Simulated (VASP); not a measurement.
# Ir in VASP: single point with PBE+D3(BJ)

Aim: the single point of Ir with PBE+D3(BJ).

All numbers are computed with VASP 6.6.1; they aren't measurements. Logs are shortened: lines on timing, memory, paths and dates and some standing lists are left out, and cuts for length are marked.

## Step 1: The cell of the first run

The cell holds a slab with vacuum, 4 atoms: a = 2.698 Å, b = 2.698 Å, c = 27.900 Å, α = 90.00°, β = 90.00°, γ = 120.00°.

## Step 2: Single point, PBE+D3(BJ)

INCAR

```
PREC = Accurate ; ENCUT = 400
EDIFF = 1E-6 ; ISMEAR = 1
SIGMA = 0.1 ; LREAL = False
LASPH = True ; NELM = 120
ALGO = Normal ; ISIF = 2
LWAVE = False ; LCHARG = False
LDIPOL = True ; IDIPOL = 3
DIPOL = 0.5 0.5 0.650 ; GGA = PE
IVDW = 12 ; NBANDS = 26
GGA_COMPAT = False ; NELMDL = -8
```

KPOINTS

```
regular mesh
0
Gamma
  15 15 1
```

POSCAR

```
Ir
1.0
    2.6983368824      0.0000000000      0.0000000000
   -1.3491684412      2.3368282881      0.0000000000
    0.0000000000      0.0000000000     27.9004498891
Ir
4
Direct
    0.6666666667      0.3333333333      0.5306551270
    0.3333333333      0.6666666667      0.6102847793
    0.0000000000      1.0000000000      0.6899218912
    0.6666666667      0.3333333333      0.7682787740
```

Potentials or basis: VASP PAW PBE potentials, release 64 (Ir).

On the command line:

```console
> cat potpaw_PBE.64/Ir/POTCAR > POTCAR
> mpirun -np 1 vasp_std > vasp.out
```

OUTCAR:

```text
PREC = Accurate
   ENCUT = 400
   EDIFF = 1E-6
   ISMEAR = 1
   LREAL = False
   LASPH = True
   NELM = 120
   ISIF = 2
   GGA = PE
   IVDW = 12
   NELMDL = -8
 IVDW          = 12

 ion  position               nearest neighbor table
   1  0.667  0.333  0.531-   2 2.71   2 2.71   2 2.71
   2  0.333  0.667  0.610-   1 2.71   1 2.71   1 2.71   3 2.71   3 2.71   3 2.71
   3  0.000  0.000  0.690-   4 2.68   4 2.68   4 2.68   2 2.71   2 2.71   2 2.71
   4  0.667  0.333  0.768-   3 2.68   3 2.68   3 2.68

  LATTYP: Found a hexagonal cell.
 ALAT       =     2.6983368824
 C/A-ratio  =    10.3398690027

  Lattice vectors:

 A1 = (   2.6983368824,   0.0000000000,   0.0000000000)
 A2 = (  -1.3491684412,   2.3368282881,   0.0000000000)
 A3 = (   0.0000000000,   0.0000000000,  27.9004498891)

Analysis of symmetry for initial positions (statically):
=====================================================================
 Subroutine PRICEL returns:
 Original cell was already a primitive cell.

 Routine SETGRP: Setting up the symmetry group for a
 hexagonal supercell.

 Subroutine GETGRP returns: Found  6 space group operations
 (whereof  6 operations were pure point group operations)
 out of a pool of 24 trial point group operations.

The static configuration has the point symmetry C_3v.

Analysis of symmetry for dynamics (positions and initial velocities):
=====================================================================
 Subroutine PRICEL returns:
 Original cell was already a primitive cell.

 Routine SETGRP: Setting up the symmetry group for a
 hexagonal supercell.

 Subroutine GETGRP returns: Found  6 space group operations
 (whereof  6 operations were pure point group operations)
 out of a pool of 24 trial point group operations.

The dynamic configuration has the point symmetry C_3v.

 Subroutine INISYM returns: Found  6 space group operations
 (whereof  6 operations are pure point group operations),
 and found     1 'primitive' translations

----------------------------------------------------------------------------------------

                                     Primitive cell

  volume of cell :     175.9277

  direct lattice vectors                    reciprocal lattice vectors
     2.698336882  0.000000000  0.000000000     0.370598648  0.213965229  0.000000000
    -1.349168441  2.336828288  0.000000000     0.000000000  0.427930458  0.000000000
     0.000000000  0.000000000 27.900449889     0.000000000  0.000000000  0.035841716

  length of vectors
     2.698336882  2.698336882 27.900449889     0.427930458  0.427930458  0.035841716

  position of ions in fractional coordinates (direct lattice)
     0.666666667  0.333333333  0.530655127
     0.333333333  0.666666667  0.610284779
     0.000000000  0.000000000  0.689921891
     0.666666667  0.333333333  0.768278774

  ion indices of the primitive-cell ions
   primitive index   ion index
                 1           1
                 2           2
                 3           3
                 4           4

----------------------------------------------------------------------------------------

 KPOINTS: regular mesh

Automatic generation of k-mesh.
 Grid dimensions read from file:
 generate k-points for:   15   15    1

 Generating k-lattice:

  Cartesian coordinates                     Fractional coordinates (reciprocal lattice)
     0.024706577  0.014264349  0.000000000     0.066666667  0.000000000  0.000000000
     0.000000000  0.028528697  0.000000000     0.000000000  0.066666667  0.000000000
     0.000000000  0.000000000  0.035841716     0.000000000  0.000000000  1.000000000

  Length of vectors
     0.028528697  0.028528697  0.035841716

  Shift w.r.t. Gamma in fractional coordinates (k-lattice)
     0.000000000  0.000000000  0.000000000

 Subroutine IBZKPT returns following result:
 ===========================================

 Found     27 irreducible k-points:

 Following reciprocal coordinates:
            Coordinates               Weight
  0.000000  0.000000  0.000000      1.000000
  0.066667  0.000000  0.000000      6.000000
  0.133333 -0.000000  0.000000      6.000000
  0.200000  0.000000  0.000000      6.000000
  0.266667 -0.000000  0.000000      6.000000
  0.333333 -0.000000  0.000000      6.000000
[... 16 lines left out ...]
  0.333333  0.200000  0.000000     12.000000
  0.400000  0.200000  0.000000      6.000000
 [... further k-points ...]
   k-points           NKPTS =     27   k-points in BZ     NKDIM =     27   number of bands    NBANDS=     26
   number of dos      NEDOS =    301   number of ions     NIONS =      4
   total plane-waves  NPLWV =  62208
   dimension x,y,z NGX =    18 NGY =   18 NGZ =  192
   dimension x,y,z NGXF=    36 NGYF=   36 NGZF=  384
   ions per type =               4
   NGX,Y,Z   is equivalent  to a cutoff of  11.09, 11.09, 11.44 a.u.
   NGXF,Y,Z  is equivalent  to a cutoff of  22.18, 22.18, 22.88 a.u.
 SYSTEM =  unknown system
   PREC   = accura    normal or accurate (medium, high low for compatibility)
   ISTART =      0    job   : 0-new  1-cont  2-samecut
   ICHARG =      2    charge: 1-file 2-atom 10-const
   ISPIN  =      1    spin polarized calculation?
   LNONCOLLINEAR =      F non collinear calculations
   LSORBIT =      F    spin-orbit coupling
   LASPH  =      T    aspherical Exc in radial PAW
   ENCUT  =  400.0 eV  29.40 Ry    5.42 a.u.   4.40  4.40 45.50*2*pi/ulx,y,z
   NELM   =    120;   NELMIN=  2; NELMDL= -8     # of ELM steps
   EDIFF  = 0.1E-05   stopping-criterion for ELM
   LREAL  =      F    real-space projection
   EDIFFG = 0.1E-04   stopping-criterion for IOM
   NSW    =      0    number of steps for IOM
   IBRION =     -1    ionic relax: 0-MD 1-quasi-New 2-CG
   NFREE  =      0    steps in history (QN), initial steepest desc. (CG)
   ISIF   =      2    stress and relaxation
   ISYM   =      2    0-nonsym 1-usesym 2-fastsym
   POTIM  = 0.5000    time-step for ionic-motion
   TEBEG  =    0.0;   TEEND  =   0.0 temperature during run
   PSTRESS=    0.0 pullay stress
   NELECT =      36.0000    total number of electrons
   NUPDOWN=      -1.0000    fix difference up-down
   EMIN   =  10.00;   EMAX   =-10.00  energy-range for DOS
   EFERMI =   0.00;   METHOD = LEGACY
   ISMEAR =     1;   SIGMA  =   0.10  broadening in eV -4-tet -1-fermi 0-gaus
   EFERMI_NEDOS =   21; number of points for ismear=-14 and -15
   IALGO  =     38    algorithm
   IMIX   =      4    mixing-type and parameters
     AMIX     =   0.40;   BMIX     =  1.00
     AMIX_MAG =   1.60;   BMIX_MAG =  1.00
  volume/ion in A,a.u.               =      43.98       296.80
  Fermi-wavevector in a.u.,A,eV,Ry     =   0.964712  1.823041 12.662519  0.930669
  Thomas-Fermi vector in A             =   2.094367
   LORBIT       =      0    0 simple, 1 ext, 2 COOP (PROOUT), +10 PAW based schemes
   GGA     = PE    functional components
   LHFCALC =     F    Hartree Fock is set to
   AEXX    =    0.0000 exact exchange contribution
   IVDW    =    12    specifies the selected vdW correction
   LEPSILON=     F    determine dielectric tensor
   LRPA    =     F    only Hartree local field effects (RPA)
 non-spin polarized calculation
 Methfessel and Paxton  Order N= 1 SIGMA  =   0.10
  energy-cutoff  :      400.00
  volume of cell :      175.93
 maximum number of plane-waves:      3273
 NGX is ok and might be reduce to    18
   NGX =  9   NGY =  9   NGZ = 91

 dipolmoment           0.000000      0.000000      0.002569 electrons x Angstroem

 number of electron      35.9999993 magnetization

 dipolmoment           0.000000      0.000000     -0.000762 electrons x Angstroem

 Free energy of the ion-electron system (eV)
  ---------------------------------------------------
  ext. energy  EPLUGINS =         0.00000000
  ---------------------------------------------------
  free energy    TOTEN  =       -33.62640810 eV

  energy without entropy =      -33.62707528  energy(sigma->0) =      -33.62663049

 E-fermi :  -0.3861     XC(G=0):  -5.2084

 val. band max:       -0.4008509076   @ k =   0.3333  -0.0000   0.0000
 cond. band min:      -0.3580520134   @ k =   0.2667   0.1333   0.0000
 fundamental gap:      0.0427988942
 Fermi energy:        -0.3861053958

 k-point     1 :       0.0000    0.0000    0.0000
  band No.  band energies     occupation
      1     -11.0520      2.00000
      2      -9.5889      2.00000
      3      -8.3909      2.00000
      4      -8.3214      2.00000
      5      -4.5648      2.00000
      6      -4.3864      2.00000
[... 18 lines left out ...]
     25       0.3517     -0.00000
     26       4.8077      0.00000

 k-point     2 :       0.0667    0.0000    0.0000
  band No.  band energies     occupation
      1     -10.8763      2.00000
      2      -9.4156      2.00000
      3      -8.2174      2.00000
      4      -8.1418      2.00000
      5      -4.6626      2.00000
      6      -4.6042      2.00000
[... 18 lines left out ...]
     25       1.2963     -0.00000
     26       4.9267      0.00000

 k-point     3 :       0.1333   -0.0000    0.0000
  band No.  band energies     occupation
      1     -10.3752      2.00000
      2      -8.9354      2.00000
      3      -7.7484      2.00000
      4      -7.6424      2.00000
      5      -5.1065      2.00000
      6      -4.8843      2.00000
[... 18 lines left out ...]
     25       2.5622      0.00000
     26       5.2733      0.00000

 k-point     4 :       0.2000    0.0000    0.0000
  band No.  band energies     occupation
      1      -9.6381      2.00000
      2      -8.2997      2.00000
      3      -7.2183      2.00000
      4      -6.9705      2.00000
      5      -5.6914      2.00000
      6      -5.1901      2.00000
[... 18 lines left out ...]
     25       3.8065      0.00000
     26       5.8181      0.00000

 k-point     5 :       0.2667   -0.0000    0.0000
  band No.  band energies     occupation
      1      -8.8546      2.00000
      2      -7.8276      2.00000
      3      -7.0405      2.00000
      4      -6.5686      2.00000
      5      -6.2589      2.00000
      6      -5.4109      2.00000
[... 18 lines left out ...]
     25       4.9486      0.00000
     26       6.5264      0.00000

 k-point     6 :       0.3333   -0.0000    0.0000
  band No.  band energies     occupation
      1      -8.3171      2.00000
      2      -7.7619      2.00000
      3      -7.1179      2.00000
      4      -6.8792      2.00000
      5      -6.5409      2.00000
      6      -5.7265      2.00000
[... 427 lines left out ...]
 k-point    21 :       0.2000    0.2000    0.0000
  band No.  band energies     occupation
      1      -7.6870      2.00000
      2      -7.1426      2.00000
      3      -6.6059      2.00000
      4      -6.0907      2.00000
      5      -6.0178      2.00000
      6      -5.5197      2.00000
[... 18 lines left out ...]
     25       6.6387      0.00000
     26       7.6532      0.00000

 k-point    22 :       0.2667    0.2000    0.0000
  band No.  band energies     occupation
      1      -7.2657      2.00000
      2      -7.1011      2.00000
      3      -6.6299      2.00000
      4      -6.3271      2.00000
      5      -5.8024      2.00000
      6      -5.5178      2.00000
[... 18 lines left out ...]
     25       7.6637      0.00000
     26       8.3740      0.00000

 k-point    23 :       0.3333    0.2000    0.0000
  band No.  band energies     occupation
      1      -7.2345      2.00000
      2      -7.1557      2.00000
      3      -6.6212      2.00000
      4      -6.3338      2.00000
      5      -5.8645      2.00000
      6      -5.6013      2.00000
[... 18 lines left out ...]
     25       6.7480      0.00000
     26       7.3620      0.00000

 k-point    24 :       0.4000    0.2000    0.0000
  band No.  band energies     occupation
      1      -7.2863      2.00000
      2      -7.1459      2.00000
      3      -6.6678      2.00000
      4      -6.2444      2.00000
      5      -5.9646      2.00000
      6      -5.6425      2.00000
[... 18 lines left out ...]
     25       6.7599      0.00000
     26       6.8150      0.00000

 [... further k-points ...]

------------------------ aborting loop because EDIFF is reached ----------------------------------------

 vacuum level on the upper side and lower side of the slab       (xc-potential included)        -0.019         0.002

 Edisp (eV)   -2.18818

 E8    (eV) :    -1.0582

  FORCE on cell =-STRESS in cart. coord.  units (eV):
  Direction    XX          YY          ZZ          XY          YZ          ZX
  --------------------------------------------------------------------------------------
  -------------------------------------------------------------------------------------
  Total      -1.67751    -1.67751    -0.75294     0.00000    -0.00000     0.00000
  in kB     -15.27712   -15.27712    -6.85700     0.00000    -0.00000     0.00000
  external pressure =      -12.47 kB  Pullay stress =        0.00 kB

 VOLUME and BASIS-vectors are now :
 -----------------------------------------------------------------------------
  energy-cutoff  :      400.00
  volume of cell :      175.93
      direct lattice vectors                 reciprocal lattice vectors
     2.698336882  0.000000000  0.000000000     0.370598648  0.213965229  0.000000000
    -1.349168441  2.336828288  0.000000000     0.000000000  0.427930458  0.000000000
     0.000000000  0.000000000 27.900449889     0.000000000  0.000000000  0.035841716

 POSITION                                       TOTAL-FORCE (eV/Angst)
 -----------------------------------------------------------------------------------
      1.34917      0.77894     14.80552        -0.000000      0.000000      0.259925
     -0.00000      1.55789     17.02722        -0.000000      0.000000     -0.067191
      0.00000      0.00000     19.24913         0.000000     -0.000000     -0.311940
      1.34917      0.77894     21.43532         0.000000     -0.000000      0.119207
 -----------------------------------------------------------------------------------
    total drift:                                0.000000     -0.000000     -0.000141

  FREE ENERGIE OF THE ION-ELECTRON SYSTEM (eV)
  ---------------------------------------------------
  free  energy   TOTEN  =       -35.8145880425 eV

  energy  without entropy=      -35.8152552178  energy(sigma->0) =      -35.81481043

 vacuum level on the upper side and lower side of the slab         5.076         5.097
```

Run time: 4.6 min. Hardware: 1 thread of Intel Xeon 8259CL, shared host; peak memory 0.27 GiB.

Results:

```
Free energy                : -35.8146 eV
Largest force              : 0.312 eV/Å
Band gap on the k mesh     : zero (bands 18 and 19 overlap by 2.22 eV)
Dispersion energy per atom : -0.547 eV
```

Forces in eV/Å, atoms in the order of the input:
```
Ir   0.000  0.000  0.260
Ir   0.000  0.000 -0.067
Ir   0.000  0.000 -0.312
Ir   0.000  0.000  0.119
```

Levels at points of the mesh, in eV from the Fermi level:
```
           k point  band 15  band 16  band 17  band 18  band 19  band 20
(0.00, 0.00, 0.00)    -3.02    -1.22    -1.22    -0.87    -0.87    -0.77
```

Caveat: spin-orbit coupling is left out, which moves the levels of the heavy elements.
